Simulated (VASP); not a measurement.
Write the native input for VASP 6.6.1 that does the following.

| Quantity | Value |
| --- | --- |
| Task | single point |
| Functional | PBE |
| Potentials or basis | VASP PAW PBE potentials, release 64 (Sn_d, O) |
| Cutoff | 520 eV |
| k mesh | 12 × 12 × 10 |
| Occupations | gaussian, width 0.15 eV |
| Spin | no spin polarisation |
| Dipole correction | no |
| Further INCAR settings | ALGO = Normal; EDIFF = 1e-06; NBANDS = 28 |

The structure of SnO lies in POSCAR:

```
SnO
1.0
    3.8020000000      0.0000000000      0.0000000000
    0.0000000000      3.8020000000      0.0000000000
    0.0000000000      0.0000000000      4.8360000000
Sn O
2 2
Direct
    0.0000000000      0.5000000000      0.2385000000
    0.5000000000      0.0000000000      0.7615000000
    0.0000000000      0.0000000000     -0.1240694789
    0.5000000000      0.5000000000      0.0000000000
```

This cell differs from its parent crystal: atom 3 (O) moved by (+0.000, -0.600) A along x and z.

One way to write it, as run:

INCAR

```
ALGO = Normal
EDIFF = 1E-6
ENCUT = 520
GGA = PE
ISIF = 2
ISMEAR = 0
LASPH = True
LCHARG = False
LREAL = False
LWAVE = False
NBANDS = 28
NELM = 60
PREC = Accurate
SIGMA = 0.15
```

KPOINTS

```
k-points
0
Gamma
  12 12 10
```

Potentials or basis: VASP PAW PBE potentials, release 64 (Sn_d, O).

Command:

```bash
$ cat potpaw_PBE.64/Sn_d/POTCAR potpaw_PBE.64/O/POTCAR > POTCAR
$ mpirun -np 1 vasp_std > vasp.out
```

Results of the run:

| Item | Value |
| --- | --- |
| Pressure | 8.9 GPa |
| Largest force | 3.213 eV/Å |
| Band gap on the k mesh | zero (bands 20 and 21 overlap by 0.45 eV) |

Caveat: the cell differs from its parent crystal (atom 3 (O) moved by (+0.000, -0.600) A along x and z); the stress differs along the axes, from -1 to 23 GPa; semilocal functionals underestimate gaps, and a narrow one can read as zero; spin-orbit coupling is left out, which moves the levels of the heavy elements; forces of over 1 eV/Å act on the atoms, so gaps and moduli don't describe the material at rest.

It took 8.5 min on 1 thread of Intel(R) Xeon(R) 6975P-C (Granite Rapids), on a shared host, peak memory 0.53 GiB.
